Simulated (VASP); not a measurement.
**Cd: single point with PBE**

Crystal: Cd.

```
CELL_PARAMETERS angstrom
0.00000 2.29647 2.29647
2.29647 0.00000 2.29647
2.29647 2.29647 0.00000
ATOMIC_POSITIONS crystal
Cd 0.00000 0.00000 0.00000
```

This isn't the form of Cd at room conditions, which is hcp.

```json
{
 "Program": "VASP 6.6.1",
 "Task": "single point",
 "Functional": "PBE",
 "Potentials or basis": "VASP PAW PBE potentials, release 64 (Cd)",
 "Cutoff": "520 eV",
 "k mesh": "42 × 42 × 42",
 "Occupations": "fermi-dirac, width 0.0612256 eV",
 "Spin": "no spin polarisation",
 "Dipole correction": "no",
 "Further INCAR settings": "ALGO = Normal; EDIFF = 1e-07; NBANDS = 12"
}
```

```yaml
Pressure: -1.9 GPa
Band_gap_on_the_k_mesh: zero (bands 6 and 7 overlap by 3.08 eV)
```

Levels at points of the mesh, in eV from the Fermi level:
```csv
k point,band 2,band 3,band 4,band 5,band 6,band 7,band 8,band 9,band 10,band 11
"(0.00, 0.00, 0.00)",-8.85,-8.85,-8.49,-8.49,-8.02,13.55,13.95,13.95,13.95,17.19
"(0.50, 0.00, 0.00)",-8.85,-8.85,-8.19,-8.19,-1.89,-1.43,11.66,11.66,12.69,15.46
"(0.50, 0.50, 0.00)",-9.28,-8.21,-8.12,-8.12,-0.51,1.05,6.47,6.47,10.29,10.39
```

Run time: 4.6 min on 1 thread of Intel(R) Xeon(R) Platinum 8259CL CPU @ 2.50GHz (Skylake/Cascade Lake) (shared host), peak memory 0.59 GiB.
